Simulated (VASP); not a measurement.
A run of VASP 6.6.1:

The input INCAR:

```
PREC = Accurate
ENCUT = 520
EDIFF = 1E-6
ISMEAR = -1
SIGMA = 0.05
LREAL = False
LASPH = True
NELM = 100
ALGO = Normal
ISIF = 2
LWAVE = False
LCHARG = False
GGA = PS
IVDW = 12
NBANDS = 41
```

File KPOINTS:

```
Automatic mesh
0
Gamma
  4 3 2
```

POSCAR

```
Ga3SiCN3
1.0
    2.1784270000     -2.1784270000      0.0000000000
    0.0000000000      0.0000000000      4.3568530000
   -4.5422670000     -4.5422670000      0.0000000000
Si N Ga C
1 3 3 1
Direct
    0.0012690000      0.0126320000      0.0031490000
    0.9978090000      0.2462280000      0.7368210000
    0.0082030000      0.2452230000      0.2476460000
    0.4967810000      0.7508240000      0.4969390000
    0.9821000000      0.0045750000      0.4894020000
    0.4894740000      0.5005430000      0.7534520000
    0.4904950000      0.4873720000      0.2473620000
    0.4897970000      0.7524120000      0.9981830000
```

Potentials or basis: VASP PAW PBE potentials, release 64 (Si, N, Ga_d, C).

Launch:

```sh
$ cat potpaw_PBE.64/Si/POTCAR potpaw_PBE.64/N/POTCAR potpaw_PBE.64/Ga_d/POTCAR potpaw_PBE.64/C/POTCAR > POTCAR
$ mpirun -np 1 vasp_std > vasp.out
```

Hardware: 1 thread of Intel(R) Xeon(R) 6975P-C (Granite Rapids), with other jobs on the host.

Estimate the wall time of this run.

Wall time 23 s on 1 thread of Intel(R) Xeon(R) 6975P-C (Granite Rapids), on a shared host, peak memory 0.21 GiB. Counts: scf iterations 15, k points 14.
